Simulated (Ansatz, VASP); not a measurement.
**AlOsC6N6 in VASP and in Ansatz**

```xyz
14
Lattice="0.0000 5.0285 5.0285 5.0285 0.0000 5.0285 5.0285 5.0285 0.0000" Properties=species:S:1:pos:R:3 pbc="T T T"
Al    5.0285    5.0285    5.0285
Os    0.0000    0.0000    0.0000
C     1.8960    5.0285    5.0285
C     5.0285    1.8960    5.0285
C     5.0285    5.0285    1.8960
C     8.1610    5.0285    5.0285
C     5.0285    8.1610    5.0285
C     5.0285    5.0285    8.1610
N     3.0660    5.0285    5.0285
N     5.0285    3.0660    5.0285
N     5.0285    5.0285    3.0660
N     6.9910    5.0285    5.0285
N     5.0285    6.9910    5.0285
N     5.0285    5.0285    6.9910
```

Alike in both runs: task single point; functional PBE; k mesh 4 × 4 × 4; occupations gaussian, width 0.1 eV; collinear spin.

```csv
,VASP,Ansatz
version,VASP 6.6.1,Ansatz 0.2.0
potentials or method,"VASP PAW PBE potentials, release 64 (Al, Os, C, N), cutoff 520 eV","scalar-relativistic, plane waves, PAW"
valence electrons in the cell,65,73
```

VASP gave:

```
gap on the k mesh at the Fermi level (eV)                     : none
pressure (GPa)                                                : 10.4
rms of the force components (eV/Å)                            : 1.289
net moment per atom (μB)                                      : 0.04
size of the moment on the site where the two differ most (μB) : 0.29
```

Q: Which values does Ansatz return?

A: gap on the k mesh at the Fermi level (eV): none; pressure (GPa): 9.6; rms of the force components (eV/Å): 1.338; net moment per atom (μB): 0.04; size of the moment on the site where the two differ most (μB): 0.15.

Site moments also hang on the region over which each program counts them. Atom by atom the forces differ by 0.153 eV/Å (rms over components). A gap of «none» marks a metal or a gap that the smearing closes. VASP's potentials hold 65 valence electrons a cell and Ansatz's 73, so a difference there can come from the potentials and not from the codes.

Neither program's run includes spin-orbit coupling. Noted on VASP's run: the standard files for N, O and F lose accuracy on very short bonds.
